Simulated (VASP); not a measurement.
Set up this calculation in VASP 6.6.1, as the native input.

```yaml
Task: electric field gradients
Functional: PBE
Potentials_or_basis: VASP PAW PBE potentials, release 64 (Sc_sv, Si)
Cutoff: 520 eV
k_mesh: 10 × 10 × 8
Occupations: fermi-dirac, width 0.05 eV
Spin: no spin polarisation
Dipole_correction: no
Further_INCAR_settings: ALGO = Normal; EDIFF = 1e-08; NBANDS = 16
```

The structure of ScSi2 lies in POSCAR:

```
ScSi2
1.0
    3.6600000000      0.0000000000      0.0000000000
   -1.8300000000      3.1696529779      0.0000000000
    0.0000000000      0.0000000000      3.8700000000
Sc Si
1 2
Direct
    0.0000000000      0.0000000000      0.0000000000
    0.3133333333      0.6566666667      0.5000000000
    0.6866666667      0.3433333333      0.5000000000
```

This cell differs from its parent crystal: shortest bond scaled by 0.94.

One way to write it, as run:

INCAR

```
SYSTEM = ScSi2
PREC = Accurate
ENCUT = 520
EDIFF = 1E-8
ISMEAR = -1
SIGMA = 0.05
LREAL = .FALSE.
LASPH = .TRUE.
NELM = 100
ALGO = Normal
ISIF = 2
LWAVE = .FALSE.
LCHARG = .FALSE.
GGA = PE
LEFG = .TRUE.
NBANDS = 16
```

KPOINTS

```
Automatic mesh
0
G
  10 10 8
  0 0 0
```

Potentials or basis: VASP PAW PBE potentials, release 64 (Sc_sv, Si).

The run is started by

```sh
$ cat potpaw_PBE.64/Sc_sv/POTCAR potpaw_PBE.64/Si/POTCAR > POTCAR
$ mpirun -np 1 vasp_std > vasp.out
```

Results of the run:

The pressure is 26.9 GPa and the largest force is 3.790 eV/Å.

Caveat: the cell differs from its parent crystal (shortest bond scaled by 0.94); without QUAD_EFG the Cq values of the log hold for a quadrupole moment of 1 mb, not for the nuclei; forces of over 1 eV/Å act on the atoms, so gaps and moduli don't describe the material at rest.

Run time: 48 s on 1 thread of Intel(R) Xeon(R) 6975P-C (Granite Rapids), on a shared host, peak memory 0.24 GiB.
